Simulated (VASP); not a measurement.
Set up this calculation in VASP 6.6.1, as the native input.

* Task: single point
* Functional: LDA
* Potentials or basis: VASP PAW LDA potentials, release 64 (Sr_sv)
* Cutoff: 520 eV
* k mesh: 8 × 8 × 8
* Occupations: fermi-dirac, width 0.05 eV
* Spin: no spin polarisation
* Dipole correction: no
* Further INCAR settings: ALGO = Normal; EDIFF = 1e-06; NBANDS = 11

The structure of Sr lies in POSCAR:

```
Sr
1.0
    0.0000000000      3.0012321217      3.0012321217
    3.0012321217      0.0000000000      3.0012321217
    3.0012321217      3.0012321217      0.0000000000
Sr
1
Direct
    0.0000000000      0.0000000000      0.0000000000
```

This cell differs from its parent crystal: volume scaled by 0.96.

One way to write it, as run:

INCAR

```
ALGO     = Normal         # electronic algorithm
EDIFF    = 1E-6           # SCF threshold, eV
ENCUT    = 520            # plane-wave cutoff, eV
GGA      = CA             # functional
ISIF     = 2              # what is computed and relaxed
ISMEAR   = -1             # smearing method
LASPH    = T              # aspherical terms in the spheres
LCHARG   = F              # write CHGCAR
LREAL    = F              # projectors in reciprocal space
LWAVE    = F              # write WAVECAR
NBANDS   = 11             # bands
NELM     = 80             # most SCF steps
PREC     = Accurate       # precision mode
SIGMA    = 0.05           # smearing width, eV
```

KPOINTS

```
k-points
0
Gamma
  8 8 8
```

Potentials or basis: VASP PAW LDA potentials, release 64 (Sr_sv).

The run is started by

```sh
$ cat potpaw_LDA.64/Sr_sv/POTCAR > POTCAR
$ mpirun -np 1 vasp_std > vasp.out
```

It gave:

```
Pressure : -1.3 GPa
```

Run time: 25 s on 1 thread of AMD EPYC 7R43 64-Core Processor (Zen 3), with other jobs on the host, peak memory 0.12 GiB.
